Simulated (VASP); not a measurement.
# Ta3Ru (Fm-3m) in VASP: further runs

Ta3Ru is run at these levels: LDA; tasks: single point.

Program: VASP 6.6.1. These are calculated values, not measurements. Logs are shortened: lines on timing, memory, paths and dates and some standing lists are left out, and cuts for length are marked.

## (1) The cell of the first run

The structure is cubic, space group Fm-3m (No. 225). The conventional cell has a = 6.305 Å, b = 6.305 Å, c = 6.305 Å, α = 90.00°, β = 90.00°, γ = 90.00°. Ta (site symmetry -43m) has 10 Ta at 2.73 to 3.15 Å and 4 Ru at 2.73 Å within 3.6 Å. Within 3.6 Å of Ta (site symmetry m-3m) lie 8 Ta at 2.73 Å and 6 Ru at 3.15 Å. Within 3.6 Å of Ru (site symmetry m-3m) lie 14 Ta at 2.73 to 3.15 Å.

## (2) Single point, LDA (15.66 Å³/atom)

INCAR reads:

```
SYSTEM = Ta3Ru
ALGO = Fast ; EDIFF = 1E-7
ENCUT = 520 ; ISIF = 2
ISMEAR = -1 ; LASPH = .True.
LCHARG = .False. ; LREAL = .False.
LWAVE = .False. ; NBANDS = 32
NELM = 100 ; PREC = Accurate
SIGMA = 0.15
```

KPOINTS reads:

```
k-points
0
Gamma
  12 12 12
  0 0 0
```

POSCAR reads:

```
Ta3Ru
1.0
    0.0000000000      3.1522698522      3.1522698522
    3.1522698522      0.0000000000      3.1522698522
    3.1522698522      3.1522698522      0.0000000000
Ta Ru
3 1
Direct
    0.2500000000      0.2500000000      0.2500000000
    0.7500000000      0.7500000000      0.7500000000
    0.5000000000      0.5000000000      0.5000000000
    0.0000000000      0.0000000000      0.0000000000
```

Potentials or basis: VASP PAW LDA potentials, release 64 (Ta_pv, Ru_pv).

Started as:

```console
$ cat potpaw_LDA.64/Ta_pv/POTCAR potpaw_LDA.64/Ru_pv/POTCAR > POTCAR
$ mpirun -np 1 vasp_std > vasp.out
```

OUTCAR:

```text
SYSTEM = Ta3Ru
   EDIFF = 1E-7
   ENCUT = 520
   ISIF = 2
   ISMEAR = -1
   LASPH = .True.
   LREAL = .False.
   NELM = 100
   PREC = Accurate

 ion  position               nearest neighbor table
   1  0.250  0.250  0.250-   4 2.73   4 2.73   4 2.73   3 2.73   4 2.73   3 2.73   3 2.73   3 2.73
                             2 3.15   2 3.15   2 3.15   2 3.15   2 3.15   2 3.15
   2  0.750  0.750  0.750-   3 2.73   3 2.73   3 2.73   3 2.73   4 2.73   4 2.73   4 2.73   4 2.73
                             1 3.15   1 3.15   1 3.15   1 3.15   1 3.15   1 3.15
   3  0.500  0.500  0.500-   1 2.73   1 2.73   1 2.73   1 2.73   2 2.73   2 2.73   2 2.73   2 2.73
                             4 3.15   4 3.15   4 3.15   4 3.15   4 3.15   4 3.15
   4  0.000  0.000  0.000-   2 2.73   2 2.73   2 2.73   1 2.73   2 2.73   1 2.73   1 2.73   1 2.73
                             3 3.15   3 3.15   3 3.15   3 3.15   3 3.15   3 3.15

  LATTYP: Found a face centered cubic cell.
 ALAT       =     6.3045397044

  Lattice vectors:

 A1 = (   0.0000000000,   3.1522698522,   3.1522698522)
 A2 = (   3.1522698522,   0.0000000000,   3.1522698522)
 A3 = (   3.1522698522,   3.1522698522,   0.0000000000)

Analysis of symmetry for initial positions (statically):
=====================================================================
 Subroutine PRICEL returns:
 Original cell was already a primitive cell.

 Routine SETGRP: Setting up the symmetry group for a
 face centered cubic supercell.

 Subroutine GETGRP returns: Found 48 space group operations
 (whereof 48 operations were pure point group operations)
 out of a pool of 48 trial point group operations.

The static configuration has the point symmetry O_h .

Analysis of symmetry for dynamics (positions and initial velocities):
=====================================================================
 Subroutine PRICEL returns:
 Original cell was already a primitive cell.

 Routine SETGRP: Setting up the symmetry group for a
 face centered cubic supercell.

 Subroutine GETGRP returns: Found 48 space group operations
 (whereof 48 operations were pure point group operations)
 out of a pool of 48 trial point group operations.

The dynamic configuration has the point symmetry O_h .

 Subroutine INISYM returns: Found 48 space group operations
 (whereof 48 operations are pure point group operations),
 and found     1 'primitive' translations

----------------------------------------------------------------------------------------

                                     Primitive cell

  volume of cell :      62.6470

  direct lattice vectors                    reciprocal lattice vectors
     0.000000000  3.152269852  3.152269852    -0.158615862  0.158615862  0.158615862
     3.152269852  0.000000000  3.152269852     0.158615862 -0.158615862  0.158615862
     3.152269852  3.152269852  0.000000000     0.158615862  0.158615862 -0.158615862
[... 96 lines left out ...]
   POTIM  = 0.5000    time-step for ionic-motion
   TEBEG  =    0.0;   TEEND  =   0.0 temperature during run
   PSTRESS=    0.0 pullay stress
   NELECT =      47.0000    total number of electrons
   NUPDOWN=      -1.0000    fix difference up-down
   EMIN   =  10.00;   EMAX   =-10.00  energy-range for DOS
   EFERMI =   0.00;   METHOD = LEGACY
   ISMEAR =    -1;   SIGMA  =   0.15  broadening in eV -4-tet -1-fermi 0-gaus
   EFERMI_NEDOS =   21; number of points for ismear=-14 and -15
   IALGO  =     68    algorithm
   IMIX   =      4    mixing-type and parameters
     AMIX     =   0.40;   BMIX     =  1.00
     AMIX_MAG =   1.60;   BMIX_MAG =  1.00
  volume/ion in A,a.u.               =      15.66       105.69
  Fermi-wavevector in a.u.,A,eV,Ry     =   1.487559  2.811078 30.107385  2.212830
  Thomas-Fermi vector in A             =   2.600704
   LORBIT       =      0    0 simple, 1 ext, 2 COOP (PROOUT), +10 PAW based schemes
   GGA     = CA    functional components
   LHFCALC =     F    Hartree Fock is set to
   AEXX    =    0.0000 exact exchange contribution
   IVDW    =     0    specifies the selected vdW correction
   LEPSILON=     F    determine dielectric tensor
   LRPA    =     F    only Hartree local field effects (RPA)
 non-spin polarized calculation
 RMM-DIIS sequential band-by-band and
  energy-cutoff  :      520.00
  volume of cell :       62.65
 maximum number of plane-waves:      1713
 NGX is ok and might be reduce to    36
   NGX = 17   NGY = 17   NGZ = 17

 number of electron      47.0000001 magnetization

 Free energy of the ion-electron system (eV)
  ---------------------------------------------------
  ext. energy  EPLUGINS =         0.00000000
  ---------------------------------------------------
  free energy    TOTEN  =       -50.10351935 eV

  energy without entropy =      -49.93591575  energy(sigma->0) =      -50.01971755

 E-fermi :   7.9039     XC(G=0): -13.5315

 val. band max:        7.8587005545   @ k =   0.1667   0.0833   0.0000
 cond. band min:       7.9173010356   @ k =   0.3333   0.2500   0.0000
 fundamental gap:      0.0586004810
 Fermi energy:         7.9039138204

 k-point     1 :       0.0000    0.0000    0.0000
  band No.  band energies     occupation
      1     -34.7650      2.00000
      2     -34.7650      2.00000
      3     -34.7650      2.00000
      4     -26.0896      2.00000
      5     -26.0896      2.00000
      6     -26.0896      2.00000
[... 829 lines left out ...]
     31      12.1450      0.00000
     32      12.6208      0.00000

 [... further k-points ...]

------------------------ aborting loop because EDIFF is reached ----------------------------------------

  FORCE on cell =-STRESS in cart. coord.  units (eV):
  Direction    XX          YY          ZZ          XY          YZ          ZX
  --------------------------------------------------------------------------------------
  -------------------------------------------------------------------------------------
  Total        2.5239642      2.5239642      2.5239642      0.0000000      0.0000000      0.0000000
  in kB       64.5496079     64.5496079     64.5496079      0.0000000      0.0000000      0.0000000
  external PRESSURE =      64.5496079 kB  Pullay stress =       0.0000000 kB

 VOLUME and BASIS-vectors are now :
 -----------------------------------------------------------------------------
  energy-cutoff  :      520.00
  volume of cell :       62.65
      direct lattice vectors                 reciprocal lattice vectors
     0.000000000  3.152269852  3.152269852    -0.158615862  0.158615862  0.158615862
     3.152269852  0.000000000  3.152269852     0.158615862 -0.158615862  0.158615862
     3.152269852  3.152269852  0.000000000     0.158615862  0.158615862 -0.158615862

 POSITION                                       TOTAL-FORCE (eV/Angst)
 -----------------------------------------------------------------------------------
      1.57613      1.57613      1.57613         0.000000      0.000000      0.000000
      4.72840      4.72840      4.72840        -0.000000     -0.000000     -0.000000
      3.15227      3.15227      3.15227         0.000000     -0.000000      0.000000
      0.00000      0.00000      0.00000         0.000000     -0.000000      0.000000
 -----------------------------------------------------------------------------------
    total drift:                                0.000000      0.000000      0.000000

  FREE ENERGIE OF THE ION-ELECTRON SYSTEM (eV)
  ---------------------------------------------------
  free  energy   TOTEN  =       -50.1035193500 eV

  energy  without entropy=      -49.9359157502  energy(sigma->0) =      -50.01971755
```

OSZICAR:

```text
N       E                     dE             d eps       ncg     rms          rms(c)
DAV:   1     0.486133978926E+03    0.48613E+03   -0.25751E+04  4608   0.154E+03
DAV:   2    -0.335368361583E+02   -0.51967E+03   -0.50065E+03  5080   0.478E+02
DAV:   3    -0.520911274183E+02   -0.18554E+02   -0.17830E+02  5696   0.867E+01
DAV:   4    -0.524393294890E+02   -0.34820E+00   -0.34661E+00  5336   0.110E+01
DAV:   5    -0.524477776325E+02   -0.84481E-02   -0.84454E-02  5928   0.152E+00    0.311E+01
RMM:   6    -0.513126769891E+02    0.11351E+01   -0.69895E+00  4867   0.142E+01    0.147E+01
RMM:   7    -0.506806043108E+02    0.63207E+00   -0.31948E+00  4725   0.942E+00    0.113E+01
RMM:   8    -0.500958676276E+02    0.58474E+00   -0.15049E+00  4895   0.715E+00    0.162E+00
RMM:   9    -0.501051843920E+02   -0.93168E-02   -0.19451E-01  5842   0.176E+00    0.820E-01
RMM:  10    -0.501031104294E+02    0.20740E-02   -0.26748E-02  5736   0.889E-01    0.260E-01
RMM:  11    -0.501034638924E+02   -0.35346E-03   -0.45988E-03  6053   0.279E-01    0.872E-02
RMM:  12    -0.501035269151E+02   -0.63023E-04   -0.89879E-04  6298   0.126E-01    0.534E-02
RMM:  13    -0.501035152476E+02    0.11668E-04   -0.15893E-04  5807   0.634E-02    0.821E-03
RMM:  14    -0.501035186634E+02   -0.34158E-05   -0.40197E-05  6720   0.276E-02    0.676E-03
RMM:  15    -0.501035192556E+02   -0.59219E-06   -0.66905E-06  6688   0.115E-02    0.649E-03
RMM:  16    -0.501035193579E+02   -0.10231E-06   -0.10303E-06  5234   0.466E-03    0.764E-03
RMM:  17    -0.501035193500E+02    0.78562E-08   -0.21122E-07  3855   0.274E-03
   1 F= -.50103519E+02 E0= -.50019718E+02  d E =-.167604E+00
```

stdout:

```text
POSCAR found type information on POSCAR TaRu
 POSCAR found :  2 types and       4 ions
 scaLAPACK will be used
 LDA part: xc-table for (Slater(with rela. corr.)+CA(PZ))
 , standard interpolation
 POSCAR, INCAR and KPOINTS ok, starting setup
 FFT: planning ... GRIDC
 FFT: planning ... GRID_SOFT
 FFT: planning ... GRID
 WAVECAR not read
 entering main loop
```

It took 4.7 min on 1 thread of Intel Xeon Platinum 8259CL at 2.50GHz (Skylake/Cascade Lake), shared host; peak memory 0.26 GiB.

Results:

```
Free energy            : -50.1035 eV
Pressure               : 6.5 GPa
Band gap on the k mesh : zero (an odd number of electrons rules out a gap without spin polarisation)
```

Levels at points of the mesh, in eV from the Fermi level:
| k point | band 20 | band 21 | band 22 | band 23 | band 24 | band 25 | band 26 | band 27 | band 28 | band 29 |
| --- | --- | --- | --- | --- | --- | --- | --- | --- | --- | --- |
| (0.00, 0.00, 0.00) | -1.96 | -1.96 | -0.26 | -0.26 | -0.26 | 1.01 | 1.01 | 4.73 | 4.73 | 5.27 |
| (0.50, 0.00, 0.00) | -2.50 | -2.50 | -2.09 | -1.68 | -1.68 | 1.77 | 1.77 | 2.80 | 2.80 | 3.39 |
| (0.50, 0.50, 0.00) | -1.77 | -0.30 | -0.30 | 0.38 | 0.76 | 0.76 | 0.97 | 1.87 | 1.87 | 2.89 |

Caveat: the cell stands under pressure; spin-orbit coupling is left out, which moves the levels of the heavy elements.

## (3) Single point, LDA

This run uses another cell than the first one, of 15.98 Å³/atom.

INCAR reads:

```
PREC = Accurate
ENCUT = 520
EDIFF = 1E-6
ISMEAR = -1
SIGMA = 0.15
LREAL = F
LASPH = T
NELM = 80
ALGO = Fast
ISIF = 2
LWAVE = F
LCHARG = F
NBANDS = 32
```

KPOINTS reads:

```
Automatic mesh
0
Gamma
  12 12 12
```

POSCAR reads:

```
Ta3Ru
1.0
    0.0000000000      3.1735696190      3.1735696190
    3.1735696190      0.0000000000      3.1735696190
    3.1735696190      3.1735696190      0.0000000000
Ta Ru
3 1
Direct
    0.2500000000      0.2500000000      0.2500000000
    0.7500000000      0.7500000000      0.7500000000
    0.5000000000      0.5000000000      0.5000000000
    0.0000000000      0.0000000000      0.0000000000
```

Potentials or basis: VASP PAW LDA potentials, release 64 (Ta_pv, Ru_pv).

Started as:

```console
$ cat potpaw_LDA.64/Ta_pv/POTCAR potpaw_LDA.64/Ru_pv/POTCAR > POTCAR
$ mpirun -np 1 vasp_std > vasp.out
```

It took 3.7 min on 1 thread of Intel Xeon Platinum 8259CL at 2.50GHz (Skylake/Cascade Lake), shared host; peak memory 0.26 GiB.

The run converged. Its results:

```yaml
Free_energy: -50.1335 eV
Pressure: 1.0 GPa
Band_gap_on_the_k_mesh: zero (an odd number of electrons rules out a gap without spin polarisation)
```

Levels at points of the mesh, in eV from the Fermi level:
```tsv
k point	band 21	band 22	band 23	band 24	band 25	band 26	band 27	band 28
(0.00, 0.00, 0.00)	-1.92	-0.24	-0.24	-0.24	0.99	0.99	4.64	4.64
(0.50, 0.00, 0.00)	-2.42	-2.03	-1.62	-1.62	1.72	1.72	2.73	2.73
(0.50, 0.50, 0.00)	-0.28	-0.28	0.38	0.76	0.76	0.91	1.78	1.78
```

Caveat: spin-orbit coupling is left out, which moves the levels of the heavy elements.

## (4) Single point, LDA (16.30 Å³/atom)

This run uses another cell than the first one, of 16.30 Å³/atom.

INCAR reads:

```
SYSTEM = Ta3Ru
PREC = Accurate ; ENCUT = 520
EDIFF = 1E-6 ; ISMEAR = -1
SIGMA = 0.15 ; LREAL = .False.
LASPH = .True. ; NELM = 100
ALGO = Fast ; ISIF = 2
LWAVE = .False. ; LCHARG = .False.
GGA = CA ; NBANDS = 32
```

KPOINTS reads:

```
regular mesh
0
Gamma
  12 12 12
  0 0 0
```

POSCAR reads:

```
Ta3Ru
1.0
    0.0000000000      3.1945872488      3.1945872488
    3.1945872488      0.0000000000      3.1945872488
    3.1945872488      3.1945872488      0.0000000000
Ta Ru
3 1
Direct
    0.2500000000      0.2500000000      0.2500000000
    0.7500000000      0.7500000000      0.7500000000
    0.5000000000      0.5000000000      0.5000000000
    0.0000000000      0.0000000000      0.0000000000
```

Started as:

```console
$ cat potpaw_LDA.64/Ta_pv/POTCAR potpaw_LDA.64/Ru_pv/POTCAR > POTCAR
$ mpirun -np 1 vasp_std > vasp.out
```

Wall time 3 min (1 thread of Intel Xeon Platinum 8259CL at 2.50GHz (Skylake/Cascade Lake), shared host); peak memory 0.26 GiB.

It converged, with:

| Property | Result |
| --- | --- |
| Free energy | -50.1222 eV |
| Pressure | -3.9 GPa |
| Band gap on the k mesh | zero (an odd number of electrons rules out a gap without spin polarisation) |

Levels at points of the mesh, in eV from the Fermi level:
| k point | band 20 | band 21 | band 22 | band 23 | band 24 | band 25 | band 26 | band 27 | band 28 | band 29 |
| --- | --- | --- | --- | --- | --- | --- | --- | --- | --- | --- |
| (0.00, 0.00, 0.00) | -1.89 | -1.89 | -0.23 | -0.23 | -0.23 | 0.96 | 0.96 | 4.56 | 4.56 | 5.04 |
| (0.50, 0.00, 0.00) | -2.35 | -2.35 | -1.97 | -1.56 | -1.56 | 1.68 | 1.68 | 2.67 | 2.67 | 3.20 |
| (0.50, 0.50, 0.00) | -1.60 | -0.27 | -0.27 | 0.38 | 0.76 | 0.76 | 0.86 | 1.70 | 1.70 | 2.79 |

Caveat: the cell stands under tension; spin-orbit coupling is left out, which moves the levels of the heavy elements.

## (5) The runs side by side

```csv
cell,further INCAR settings,gap on the mesh (eV),pressure (GPa)
"a = 4.458 Å, angles 60.0°, 4 atoms",ALGO = Fast; EDIFF = 1e-07; NBANDS = 32,none,6.5
"a = 4.488 Å, angles 60.0°, 4 atoms",ALGO = Fast; EDIFF = 1e-06; NBANDS = 32,none,1.0
"a = 4.518 Å, angles 60.0°, 4 atoms",ALGO = Fast; EDIFF = 1e-06; NBANDS = 32,none,-3.9
```

Alike in all rows: task single point; level LDA; potentials or basis VASP PAW LDA potentials, release 64 (Ta_pv, Ru_pv); no spin polarisation; k mesh 12 × 12 × 12; cutoff (eV) 520; smearing fermi-dirac 0.15 eV.

Caveats: spin-orbit coupling is left out, which moves the levels of the heavy elements; the cell stands under pressure (at least some runs); the cell stands under tension (at least some runs).

Total energies depend on the potentials used, so only differences within one code and one set of settings carry meaning.

The gap in the log of VASP goes by the Fermi energy; the results here count the filled bands.